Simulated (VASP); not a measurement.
# Mg2Zn3O (C2/m) in VASP: single point with PBE

Aim: the single point of Mg2Zn3O with PBE.

Program: VASP 6.6.1. These are calculated values, not measurements. Logs are shortened: lines on timing, memory, paths and dates and some standing lists are left out, and cuts for length are marked.

## Step 1: The cell of the first run

It takes space group C2/m (No. 12, monoclinic). Conventional cell: a = 4.289 Å, b = 4.242 Å, c = 19.226 Å, α = 90.00°, β = 93.33°, γ = 90.00°. Within 3.1 Å of Mg (site symmetry m) lie 1 O at 2.35 Å and 4 Zn at 2.82 to 2.87 Å and 4 Mg at 3.02 Å. Within 2.8 Å of Mg (site symmetry m) lie 5 O at 2.12 to 2.15 Å. Within 3.5 Å of Zn (site symmetry m) lie 9 Zn at 2.62 to 3.45 Å and 4 Mg at 2.82 to 2.87 Å. Within 3.4 Å of Zn (site symmetry m) lie 12 Zn at 2.59 to 3.03 Å. Within 3.4 Å of Zn (site symmetry m) lie 12 Zn at 2.57 to 3.03 Å. Within 2.8 Å of O (site symmetry m) lie 6 Mg at 2.12 to 2.35 Å.

## Step 2: Single point, PBE

Contents of INCAR:

```
ALGO = Normal
EDIFF = 1E-7
ENCUT = 520
GGA = PE
ISIF = 2
ISMEAR = 0
LASPH = T
LCHARG = F
LREAL = F
LWAVE = F
NBANDS = 58
NELM = 60
PREC = Accurate
SIGMA = 0.1
```

Contents of KPOINTS:

```
k-points
0
Gamma
  10 10 2
```

Contents of POSCAR:

```
Mg2Zn3O
1.0
    2.1446726794     -2.1211627394     -0.0157845706
    2.1446726794      2.1211627394     -0.0157845706
   -0.9765151373      0.0000000000     19.2016231513
Mg Zn O
4 6 2
Direct
    0.2924494649      0.2924494649      0.6784030325
    0.2356593906      0.2356593906      0.4443356222
    0.7075505351      0.7075505351      0.3215969675
    0.7643406094      0.7643406094      0.5556643778
    0.8101969255      0.8101969255      0.7754630933
    0.1898030745      0.1898030745      0.2245369067
    0.6870218993      0.6870218993      0.1401178098
    0.3129781007      0.3129781007      0.8598821902
    0.7699072952      0.7699072952      0.9539833931
    0.2300927048      0.2300927048      0.0460166069
    0.2647045058      0.2647045058      0.5562041522
    0.7352954942      0.7352954942      0.4437958478
```

Potentials or basis: VASP PAW PBE potentials, release 64 (Mg, Zn, O).

Run with:

```bash
$ cat potpaw_PBE.64/Mg/POTCAR potpaw_PBE.64/Zn/POTCAR potpaw_PBE.64/O/POTCAR > POTCAR
$ mpirun -np 1 vasp_std > vasp.out
```

OUTCAR:

```text
EDIFF = 1E-7
   ENCUT = 520
   GGA = PE
   ISIF = 2
   ISMEAR = 0
   LASPH = T
   LREAL = F
   NELM = 60
   PREC = Accurate

 ion  position               nearest neighbor table
   1  0.292  0.292  0.678-  11 2.35   5 2.82   5 2.82   5 2.82   5 2.87   4 3.17   4 3.17   4 3.17
                             4 3.20
   2  0.236  0.236  0.444-  12 2.12  12 2.12  12 2.14  12 2.15  11 2.15   4 3.01   4 3.01   4 3.03
                             4 3.03   3 3.17   3 3.17   3 3.17   3 3.20
   3  0.708  0.708  0.322-  12 2.35   6 2.82   6 2.82   6 2.82   6 2.87   2 3.17   2 3.17   2 3.17
                             2 3.20
   4  0.764  0.764  0.556-  11 2.12  11 2.12  11 2.14  11 2.15  12 2.15   2 3.01   2 3.01   2 3.03
                             2 3.03   1 3.17   1 3.17   1 3.17   1 3.20
   5  0.810  0.810  0.775-   8 2.62   8 2.67   8 2.67   8 2.75   1 2.82   1 2.82   1 2.82   1 2.87

   6  0.190  0.190  0.225-   7 2.62   7 2.67   7 2.67   7 2.75   3 2.82   3 2.82   3 2.82   3 2.87

   7  0.687  0.687  0.140-  10 2.59   6 2.62   6 2.67   6 2.67   6 2.75  10 2.80  10 2.80  10 3.03

   8  0.313  0.313  0.860-   9 2.59   5 2.62   5 2.67   5 2.67   5 2.75   9 2.80   9 2.80   9 3.03

   9  0.770  0.770  0.954-  10 2.57   8 2.59  10 2.77  10 2.77   8 2.80   8 2.80  10 2.99   8 3.03

  10  0.230  0.230  0.046-   9 2.57   7 2.59   9 2.77   9 2.77   7 2.80   7 2.80   9 2.99   7 3.03

  11  0.265  0.265  0.556-   4 2.12   4 2.12   4 2.14   4 2.15   2 2.15   1 2.35
  12  0.735  0.735  0.444-   2 2.12   2 2.12   2 2.14   2 2.15   4 2.15   3 2.35

  LATTYP: Found a base centered monoclinic cell.
 ALAT       =     4.2894615300
 B/A-ratio  =     0.9890111962
 C/A-ratio  =     4.4822497516
 COS(beta)  =    -0.0581390502

  Lattice vectors:

 A1 = (   2.1446726794,  -2.1211627394,  -0.0157845706)
 A2 = (   2.1446726794,   2.1211627394,  -0.0157845706)
 A3 = (  -0.9765151373,   0.0000000000,  19.2016231513)

Analysis of symmetry for initial positions (statically):
=====================================================================
 Subroutine PRICEL returns:
 Original cell was already a primitive cell.

 Routine SETGRP: Setting up the symmetry group for a
 base centered monoclinic supercell.

 Subroutine GETGRP returns: Found  4 space group operations
 (whereof  4 operations were pure point group operations)
 out of a pool of  4 trial point group operations.

The static configuration has the point symmetry C_2h.

Analysis of symmetry for dynamics (positions and initial velocities):
=====================================================================
 Subroutine PRICEL returns:
 Original cell was already a primitive cell.

 Routine SETGRP: Setting up the symmetry group for a
 base centered monoclinic supercell.

 Subroutine GETGRP returns: Found  4 space group operations
 (whereof  4 operations were pure point group operations)
 out of a pool of  4 trial point group operations.

The dynamic configuration has the point symmetry C_2h.

 Subroutine INISYM returns: Found  4 space group operations
 (whereof  4 operations are pure point group operations),
 and found     1 'primitive' translations

----------------------------------------------------------------------------------------

                                     Primitive cell

  volume of cell :     174.6386

  direct lattice vectors                    reciprocal lattice vectors
     2.144672679 -2.121162739 -0.015784571     0.233223103 -0.235719773  0.011860762
     2.144672679  2.121162739 -0.015784571     0.233223103  0.235719773  0.011860762
    -0.976515137  0.000000000 19.201623151     0.000383439  0.000000000  0.052098431

  length of vectors
     3.016488260  3.016488260 19.226437878     0.331809441  0.331809441  0.052099842

  position of ions in fractional coordinates (direct lattice)
     0.292449465  0.292449465  0.678403033
     0.235659391  0.235659391  0.444335622
     0.707550535  0.707550535  0.321596967
     0.764340609  0.764340609  0.555664378
     0.810196926  0.810196926  0.775463093
     0.189803074  0.189803074  0.224536907
     0.687021899  0.687021899  0.140117810
     0.312978101  0.312978101  0.859882190
     0.769907295  0.769907295  0.953983393
     0.230092705  0.230092705  0.046016607
     0.264704506  0.264704506  0.556204152
     0.735295494  0.735295494  0.443795848

  ion indices of the primitive-cell ions
   primitive index   ion index
                 1           1
                 2           2
                 3           3
                 4           4
                 5           5
                 6           6
                 7           7
                 8           8
                 9           9
                10          10
                11          11
                12          12

----------------------------------------------------------------------------------------

 KPOINTS: k-points

Automatic generation of k-mesh.
 Grid dimensions read from file:
 generate k-points for:   10   10    2

 Generating k-lattice:

  Cartesian coordinates                     Fractional coordinates (reciprocal lattice)
     0.023322310 -0.023571977  0.001186076     0.100000000  0.000000000  0.000000000
     0.023322310  0.023571977  0.001186076     0.000000000  0.100000000  0.000000000
     0.000191720  0.000000000  0.026049215    -0.000000000 -0.000000000  0.500000000

  Length of vectors
     0.033180944  0.033180944  0.026049921

  Shift w.r.t. Gamma in fractional coordinates (k-lattice)
     0.000000000  0.000000000  0.000000000

 Subroutine IBZKPT returns following result:
 ===========================================

 Found     62 irreducible k-points:

 Following reciprocal coordinates:
            Coordinates               Weight
  0.000000  0.000000  0.000000      1.000000
  0.100000  0.000000  0.000000      4.000000
  0.200000  0.000000  0.000000      4.000000
  0.300000  0.000000  0.000000      4.000000
  0.400000  0.000000  0.000000      4.000000
  0.500000  0.000000  0.000000      2.000000
[... 16 lines left out ...]
  0.300000  0.300000  0.000000      2.000000
  0.400000  0.300000  0.000000      4.000000
 [... further k-points ...]
   k-points           NKPTS =     62   k-points in BZ     NKDIM =     62   number of bands    NBANDS=     58
   number of dos      NEDOS =    301   number of ions     NIONS =     12
   total plane-waves  NPLWV =  82944
   dimension x,y,z NGX =    24 NGY =   24 NGZ =  144
   dimension x,y,z NGXF=    48 NGYF=   48 NGZF=  288
   ions per type =               4   6   2
   NGX,Y,Z   is equivalent  to a cutoff of  13.23, 13.23, 12.45 a.u.
   NGXF,Y,Z  is equivalent  to a cutoff of  26.45, 26.45, 24.90 a.u.
 SYSTEM =  unknown system
   PREC   = accura    normal or accurate (medium, high low for compatibility)
   ISTART =      0    job   : 0-new  1-cont  2-samecut
   ICHARG =      2    charge: 1-file 2-atom 10-const
   ISPIN  =      1    spin polarized calculation?
   LNONCOLLINEAR =      F non collinear calculations
   LSORBIT =      F    spin-orbit coupling
   LASPH  =      T    aspherical Exc in radial PAW
   ENCUT  =  520.0 eV  38.22 Ry    6.18 a.u.   5.61  5.61 35.75*2*pi/ulx,y,z
   NELM   =     60;   NELMIN=  2; NELMDL= -5     # of ELM steps
   EDIFF  = 0.1E-06   stopping-criterion for ELM
   LREAL  =      F    real-space projection
   EDIFFG = 0.1E-05   stopping-criterion for IOM
   NSW    =      0    number of steps for IOM
   IBRION =     -1    ionic relax: 0-MD 1-quasi-New 2-CG
   NFREE  =      0    steps in history (QN), initial steepest desc. (CG)
   ISIF   =      2    stress and relaxation
   ISYM   =      2    0-nonsym 1-usesym 2-fastsym
   POTIM  = 0.5000    time-step for ionic-motion
   TEBEG  =    0.0;   TEEND  =   0.0 temperature during run
   PSTRESS=    0.0 pullay stress
   NELECT =      92.0000    total number of electrons
   NUPDOWN=      -1.0000    fix difference up-down
   EMIN   =  10.00;   EMAX   =-10.00  energy-range for DOS
   EFERMI =   0.00;   METHOD = LEGACY
   ISMEAR =     0;   SIGMA  =   0.10  broadening in eV -4-tet -1-fermi 0-gaus
   EFERMI_NEDOS =   21; number of points for ismear=-14 and -15
   IALGO  =     38    algorithm
   IMIX   =      4    mixing-type and parameters
     AMIX     =   0.40;   BMIX     =  1.00
     AMIX_MAG =   1.60;   BMIX_MAG =  1.00
  volume/ion in A,a.u.               =      14.55        98.21
  Fermi-wavevector in a.u.,A,eV,Ry     =   1.322180  2.498558 23.785168  1.748161
  Thomas-Fermi vector in A             =   2.451880
   LORBIT       =      0    0 simple, 1 ext, 2 COOP (PROOUT), +10 PAW based schemes
   GGA     = PE    functional components
   LHFCALC =     F    Hartree Fock is set to
   AEXX    =    0.0000 exact exchange contribution
   IVDW    =     0    specifies the selected vdW correction
   LEPSILON=     F    determine dielectric tensor
   LRPA    =     F    only Hartree local field effects (RPA)
 non-spin polarized calculation
 Gauss-broadening in eV      SIGMA  =   0.10
  energy-cutoff  :      520.00
  volume of cell :      174.64
 maximum number of plane-waves:      4730
   NGX = 11   NGY = 11   NGZ = 71

 number of electron      92.0000052 magnetization

 Free energy of the ion-electron system (eV)
  ---------------------------------------------------
  ext. energy  EPLUGINS =         0.00000000
  ---------------------------------------------------
  free energy    TOTEN  =       -32.14514201 eV

  energy without entropy =      -32.13236024  energy(sigma->0) =      -32.13875113

 E-fermi :   3.9119     XC(G=0): -10.6701

 val. band max:        3.9112727478   @ k =  -0.3000   0.3000   0.0000
 cond. band min:       3.9119064671   @ k =  -0.3000   0.2000   0.5000
 fundamental gap:      0.0006337193
 Fermi energy:         3.9118588559

 k-point     1 :       0.0000    0.0000    0.0000
  band No.  band energies     occupation
      1     -16.4833      2.00000
      2     -15.7689      2.00000
      3      -5.9443      2.00000
      4      -5.4931      2.00000
      5      -4.5341      2.00000
      6      -4.2522      2.00000
[... 1453 lines left out ...]
     57       8.5081      0.00000
     58       8.8165      0.00000

 [... further k-points ...]
[... 5 lines left out ...]
  --------------------------------------------------------------------------------------
  -------------------------------------------------------------------------------------
  Total       -0.1135432     -0.0735456     -0.0250389      0.0000000      0.0000000      0.0431916
  in kB       -1.0416728     -0.6747256     -0.2297130      0.0000000      0.0000000      0.3962500
  external PRESSURE =      -0.6487038 kB  Pullay stress =       0.0000000 kB

 VOLUME and BASIS-vectors are now :
 -----------------------------------------------------------------------------
  energy-cutoff  :      520.00
  volume of cell :      174.64
      direct lattice vectors                 reciprocal lattice vectors
     2.144672679 -2.121162739 -0.015784571     0.233223103 -0.235719773  0.011860762
     2.144672679  2.121162739 -0.015784571     0.233223103  0.235719773  0.011860762
    -0.976515137  0.000000000 19.201623151     0.000383439  0.000000000  0.052098431

 POSITION                                       TOTAL-FORCE (eV/Angst)
 -----------------------------------------------------------------------------------
      0.59195      0.00000     13.01721        -0.001635      0.000000     -0.018344
      0.57692      0.00000      8.52453         0.000861      0.000000      0.004940
      2.72088      0.00000      6.15285         0.001635      0.000000      0.018344
      2.73591      0.00000     10.64553        -0.000861      0.000000     -0.004940
      2.71796      0.00000     14.86457        -0.000869      0.000000     -0.020867
      0.59487      0.00000      4.30548         0.000869      0.000000      0.020867
      2.81005      0.00000      2.66880         0.001452      0.000000     -0.007354
      0.50278      0.00000     16.50125        -0.001452      0.000000      0.007354
      2.37082      0.00000     18.29372        -0.004055      0.000000     -0.004021
      0.94201      0.00000      0.87633         0.004055      0.000000      0.004021
      0.59227      0.00000     10.67167         0.000402      0.000000      0.005907
      2.72056      0.00000      8.49839        -0.000402      0.000000     -0.005907
 -----------------------------------------------------------------------------------
    total drift:                                0.000000     -0.000000      0.000000

  FREE ENERGIE OF THE ION-ELECTRON SYSTEM (eV)
  ---------------------------------------------------
  free  energy   TOTEN  =       -32.1451420062 eV

  energy  without entropy=      -32.1323602439  energy(sigma->0) =      -32.13875113
```

Run time: 12 min. Hardware: 1 thread of Intel Xeon Platinum 8259CL at 2.50GHz (Skylake/Cascade Lake), shared host; peak memory 0.59 GiB.

Results:

```yaml
Free_energy: -32.1451 eV
Pressure: -0.1 GPa
Largest_force: 0.021 eV/Å
Band_gap_on_the_k_mesh: zero (band 46 reaches 5.18 eV, above the bottom of band 47 at 2.81 eV)
```

Forces on the atoms (eV/Å):
```
Mg  -0.002  0.000 -0.018
Mg   0.001  0.000  0.005
Mg   0.002  0.000  0.018
Mg  -0.001  0.000 -0.005
Zn  -0.001  0.000 -0.021
Zn   0.001  0.000  0.021
Zn   0.001  0.000 -0.007
Zn  -0.001  0.000  0.007
Zn  -0.004  0.000 -0.004
Zn   0.004  0.000  0.004
O    0.000  0.000  0.006
O    0.000  0.000 -0.006
```
